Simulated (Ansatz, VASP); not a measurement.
## B in VASP and in Ansatz

Contents of INCAR:

```
SYSTEM = B
ALGO = Normal
EDIFF = 1E-6
ENCUT = 520
GGA = PE
ISIF = 2
ISMEAR = -1
LASPH = .TRUE.
LCHARG = .FALSE.
LREAL = .FALSE.
LWAVE = .FALSE.
NBANDS = 8
NELM = 100
PREC = Accurate
SIGMA = 0.05
```

File KPOINTS:

```
k-points
0
G
  22 22 22
  0 0 0
```

Contents of POSCAR:

```
B
1.0
    1.5151833025      0.0000000000      0.0000000000
    0.0000000000      1.5151833025      0.0000000000
    0.0000000000      0.0000000000      1.5151833025
B
1
Direct
    0.0000000000      0.0000000000      0.0000000000
```

Input for Ansatz:

```yaml
crystal:
  lattice:
    - [1.5151833025, 0.0, 0.0]
    - [0.0, 1.5151833025, 0.0]
    - [0.0, 0.0, 1.5151833025]
  atoms:
    - { symbol: B, position: [0.0, 0.0, 0.0] }
kpoints:
  mp_grid: { grid: [22, 22, 22] }
  band_path:
    path:
      - [0.0, 0.0, 0.0]
      - [0.0, 0.5, 0.0]
      - [0.5, 0.5, 0.0]
      - [0.0, 0.0, 0.0]
      - [0.5, 0.5, 0.5]
      - [0.0, 0.5, 0.0]
      - [0.5, 0.5, 0.5]
      - [0.5, 0.5, 0.0]
    npoints: 8
scf:
  occupations: { method: fermi_dirac, width: 0.05 }
hamiltonian:
  xc: pbe
  pseudopotentials: { kind: all_electron, lapw: { basis_error: 0.001 } }
output:
  forces: true
  stress: true
  eigenvalues: true
  populations: true
  dos: { projected: true, de: 0.2, e_range: [-14, 8] }
```

Change from the starting cell: volume scaled by 0.52, LAPW.

Alike in both runs: task single point; functional PBE; k mesh 22 × 22 × 22; occupations fermi-dirac, width 0.05 eV; no spin polarisation.

|  | VASP | Ansatz |
| --- | --- | --- |
| version | VASP 6.6.1 | Ansatz 0.2.0 |
| potentials or method | VASP PAW PBE potentials, release 64 (B), cutoff 520 eV | all-electron LAPW, scalar-relativistic |

|  | VASP | Ansatz | Ansatz less VASP |
| --- | --- | --- | --- |
| pressure (GPa) | 481.7 | 479.7 | -2.01 |

Both programs put the cell under a high pressure, so it lies far from rest at this level. Ansatz ran all-electron here, and VASP with PAW potentials.

Noted on VASP's run: the cell as given lies far from equilibrium.
